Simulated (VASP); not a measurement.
# ZnS (P6_3mc) in VASP: settings compared, part 2 of 2

VASP 6.6.1.

### 5 Relaxation of shape and atoms at fixed volume, r2SCAN (19.89 Å³/atom)

This run uses another cell than the first one, of 19.89 Å³/atom.

Contents of POSCAR:

```
ZnS
1.0
    3.8273099020      0.0000000000      0.0000000000
   -1.9136549510      3.3145476033      0.0000000000
    0.0000000000      0.0000000000      6.2721555098
Zn S
2 2
Direct
    0.3333333333      0.6666666667      0.0051961167
    0.6666666667      0.3333333333      0.5051961167
    0.3333333333      0.6666666667      0.3798038833
    0.6666666667      0.3333333333      0.8798038833
```

Contents of INCAR.step1:

```
ALGO = Normal ; EDIFF = 1E-5
EDIFFG = -0.005 ; ENCUT = 550
GGA = PE ; GGA_COMPAT = F
IBRION = 2 ; ISIF = 3
ISMEAR = 0 ; LASPH = T
LCHARG = F ; LREAL = F
LWAVE = T ; NELM = 120
NELMIN = 4 ; NSW = 100
PREC = Accurate ; SIGMA = 0.05
```

Contents of INCAR.step2:

```
ALGO = Normal ; EDIFF = 1E-7
EDIFFG = -0.01 ; ENCUT = 550
GGA_COMPAT = F ; IBRION = 2
ISIF = 4 ; ISMEAR = 0
ISTART = 1 ; LASPH = T
LCHARG = F ; LMIXTAU = T
LREAL = F ; LWAVE = F
METAGGA = R2SCAN ; NELM = 120
NELMIN = 4 ; NSW = 60
PREC = Accurate ; SIGMA = 0.05
```

Contents of KPOINTS:

```
k-points
0
Gamma
  6 6 4
```

Potentials or basis: VASP PAW PBE potentials, release 64 (Zn, S).

Started as:

```sh
$ cat potpaw_PBE.64/Zn/POTCAR potpaw_PBE.64/S/POTCAR > POTCAR
$ cp INCAR.step1 INCAR
$ mpirun -np 1 vasp_std > vasp.out
$ cp INCAR.step2 INCAR
$ mpirun -np 1 vasp_std > vasp.out
```

OUTCAR:

```text
EDIFF = 1E-7
   EDIFFG = -0.01
   ENCUT = 550
   IBRION = 2
   ISIF = 4
   ISMEAR = 0
   ISTART = 1
   LASPH = T
   LREAL = F
   METAGGA = R2SCAN
   NELM = 120
   NELMIN = 4
   NSW = 60
   PREC = Accurate

 ion  position               nearest neighbor table
   1  0.333  0.667  0.005-   4 2.35   4 2.35   4 2.35   3 2.35
   2  0.667  0.333  0.505-   3 2.35   3 2.35   3 2.35   4 2.35
   3  0.333  0.667  0.380-   2 2.35   2 2.35   2 2.35   1 2.35
   4  0.667  0.333  0.880-   1 2.35   1 2.35   1 2.35   2 2.35

  LATTYP: Found a hexagonal cell.
[... 771 lines left out ...]
  --------------------------------------------------------------------------------------
  -------------------------------------------------------------------------------------
  Total       -0.5738715     -0.5738715     -0.5424047      0.0000000      0.0000000      0.0000000
  in kB      -11.5555472    -11.5555472    -10.9219289      0.0000000      0.0000000      0.0000000
  external PRESSURE =     -11.3443411 kB  Pullay stress =       0.0000000 kB

 VOLUME and BASIS-vectors are now :
 -----------------------------------------------------------------------------
  energy-cutoff  :      550.00
  volume of cell :       79.57
      direct lattice vectors                 reciprocal lattice vectors
     3.827056278  0.000000000  0.000000000     0.261297438  0.150860146  0.000000000
    -1.913528139  3.314327959  0.000000000     0.000000000  0.301720292  0.000000000
     0.000000000  0.000000000  6.272986865     0.000000000  0.000000000  0.159413693

 POSITION                                       TOTAL-FORCE (eV/Angst)
 -----------------------------------------------------------------------------------
     -0.00000      2.20955      0.03336         0.000000     -0.000000      0.008926
      1.91353      1.10478      3.16986        -0.000000      0.000000      0.008926
     -0.00000      2.20955      2.38174         0.000000     -0.000000     -0.008926
      1.91353      1.10478      5.51823        -0.000000      0.000000     -0.008926
 -----------------------------------------------------------------------------------
    total drift:                               -0.000000      0.000000      0.050761

  FREE ENERGIE OF THE ION-ELECTRON SYSTEM (eV)
  ---------------------------------------------------
  free  energy   TOTEN  =       -37.7159676756 eV

  energy  without entropy=      -37.7159676756  energy(sigma->0) =      -37.71596768

 reached required accuracy - stopping structural energy minimisation
```

OSZICAR.step1:

```text
N       E                     dE             d eps       ncg     rms          rms(c)
DAV:   1     0.243494641015E+03    0.24349E+03   -0.18306E+04   924   0.206E+03
DAV:   2     0.101432122749E+02   -0.23335E+03   -0.22787E+03   948   0.393E+02
DAV:   3    -0.139438867920E+02   -0.24087E+02   -0.23976E+02  1110   0.125E+02
[... 35 lines left out ...]
DAV:   1    -0.136909096223E+02   -0.35621E-03   -0.49323E-03  1086   0.130E+00    0.140E-01
DAV:   2    -0.136906161773E+02    0.29344E-03   -0.12134E-03  1062   0.849E-01    0.547E-02
DAV:   3    -0.136905788560E+02    0.37321E-04   -0.44886E-05   950   0.481E-02    0.259E-02
DAV:   4    -0.136905682690E+02    0.10587E-04   -0.40402E-06   510   0.173E-02    0.120E-02
DAV:   5    -0.136905655502E+02    0.27188E-05   -0.74495E-07   510   0.179E-02
   5 F= -.13690566E+02 E0= -.13690566E+02  d E =-.497252E-02
```

Wall time 2.5 min (1 thread of AMD EPYC 9R45 (Zen 5), shared host); peak memory 0.2 GiB.

What came out:

```yaml
Free_energy: -37.7160 eV
Energy_gained_by_relaxing: 0.0 meV/atom
Ionic_steps: 2
Pressure_after_relaxing: -1.1 GPa
Largest_force_after_relaxing: 0.009 eV/Å
Band_gap_on_the_k_mesh: 2.72 eV
```

Forces on the atoms (eV/Å):
```
Zn   0.000  0.000  0.009
Zn   0.000  0.000  0.009
S    0.000  0.000 -0.009
S    0.000  0.000 -0.009
```

Final structure:
```
CELL_PARAMETERS angstrom
3.82706 0.00000 0.00000
-1.91353 3.31433 0.00000
0.00000 0.00000 6.27299
ATOMIC_POSITIONS crystal
Zn 0.33333 0.66667 0.00532
Zn 0.66667 0.33333 0.50532
S 0.33333 0.66667 0.37968
S 0.66667 0.33333 0.87968
```

Caveat: the PAW data sets were made with another functional, which shifts forces and pressure a little. r2SCAN opens gaps a little over a GGA but as a rule still falls short of measured ones.

### 6 Summary

```csv
task,level,cell,cutoff (eV),gap on the mesh (eV),pressure (GPa),relaxed volume (Å³/atom),largest force (eV/Å)
single point,r2SCAN,"a = 3.846, b = 3.846, c = 6.303 Å, angles 90.0, 90.0, 120.0°, 4 atoms, atomic positions A",550,2.65,-2.2,-,0.01
relaxation of cell and atoms,PBE,"relaxed from a = 3.811, b = 3.811, c = 6.234 Å, angles 90.0, 90.0, 120.0°, 4 atoms, atomic positions B",500,2.08,0.0,20.22,0.01
relaxation of shape and atoms at fixed volume,r2SCAN,"relaxed from a = 3.808, b = 3.808, c = 6.240 Å, angles 90.0, 90.0, 120.0°, 4 atoms, atomic positions A",550,2.79,0.0,19.59,0.01
relaxation of shape and atoms at fixed volume,r2SCAN,"relaxed from a = 3.827, b = 3.827, c = 6.272 Å, angles 90.0, 90.0, 120.0°, 4 atoms, atomic positions A",550,2.72,-1.1,-,0.01
```

Alike in all rows: potentials or basis VASP PAW PBE potentials, release 64 (Zn, S); no spin polarisation; k mesh 6 × 6 × 4; smearing gaussian 0.05 eV.

Caveats: the PAW data sets were made with another functional, which shifts forces and pressure a little (at least some runs).

Total energies depend on the potentials used, so only differences within one code and one set of settings carry meaning.
